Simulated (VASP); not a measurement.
Wanted: the native input for a VASP 6.6.1 run.

| Quantity | Value |
| --- | --- |
| Task | single point |
| Functional | PBE |
| Dispersion | D3(BJ) |
| Potentials or basis | VASP PAW PBE potentials, release 64 (B, N) |
| Cutoff | 520 eV |
| k mesh | 2 × 2 × 2, shifted |
| Occupations | fermi-dirac, width 0.02 eV |
| Spin | no spin polarisation |
| Dipole correction | no |
| Further INCAR settings | LREAL = Auto; ALGO = Normal; EDIFF = 1e-06; NBANDS = 46; ISYM = -1 |

The structure of BN lies in POSCAR:

```
BN
1.0
    2.4636710000     -4.2672040000      0.0000000000
   -4.9273420000      0.0000000000      0.0000000000
    0.0000000000      0.0000000000     -6.5665220000
B N
8 8
Direct
    0.5296294717      0.4396690488      0.5129648541
    0.0360242913      0.4383095393      0.4994905979
    0.5343960589     -0.0600522406      0.5158810098
    0.0338249589     -0.0615383364      0.5016943520
    0.1776116164      0.2385354190      0.0108017608
    0.6634993312      0.2172004827      0.0189630066
    0.1632933415      0.7386073607      0.0196024623
    0.6680102475      0.7271079366      0.0165312779
    0.5034915134      0.3911420073      0.0134208033
   -0.0048547011      0.3994986777      0.0253170552
    0.4950232049     -0.1136449806      0.0116302055
   -0.0036082175     -0.0981777723      0.0072006155
    0.3674328670      0.1113703289      0.5190883393
    0.8617417869      0.1023960281      0.5104437326
    0.3682146436      0.6124136987      0.5027640203
    0.8644927686      0.6038518868      0.5018371978
```

This cell differs from its parent crystal: dynamics (npt langevin) at 200 K, volume x 1.0, from the last frame before.

One way to write it, as run:

INCAR

```
ALGO = Normal ; EDIFF = 1E-6
ENCUT = 520 ; GGA = PE
GGA_COMPAT = F ; ISIF = 2
ISMEAR = -1 ; ISYM = -1
IVDW = 12 ; LASPH = T
LCHARG = T ; LELF = T
LREAL = Auto ; LVHAR = T
LWAVE = F ; NBANDS = 46
NELM = 120 ; PREC = Accurate
SIGMA = 0.02
```

KPOINTS

```
explicit points
4
Reciprocal
  0.25000000   0.25000000   0.25000000 2
  0.25000000   0.25000000   0.75000000 2
  0.25000000   0.75000000   0.25000000 2
  0.25000000   0.75000000   0.75000000 2
```

Potentials or basis: VASP PAW PBE potentials, release 64 (B, N).

Launch:

```console
$ cat potpaw_PBE.64/B/POTCAR potpaw_PBE.64/N/POTCAR > POTCAR
$ mpirun -np 1 vasp_std > vasp.out
```

Results of the run:

```json
{
 "Pressure": "13.3 GPa",
 "Largest force": "2.476 eV/Å",
 "Band gap on the k mesh": "4.74 eV",
 "Dispersion energy per atom": "-0.148 eV"
}
```

Caveat: the stress differs along the axes, from -0 to 22 GPa; the atoms stand as in a frame of molecular dynamics; a shifted mesh leaves out Γ, where band edges can lie; forces of over 1 eV/Å act on the atoms, so gaps and moduli don't describe the material at rest.

Run time: 57 s on 1 thread of Intel(R) Xeon(R) Platinum 8488C (Sapphire Rapids), with other jobs on the host, peak memory 0.26 GiB.
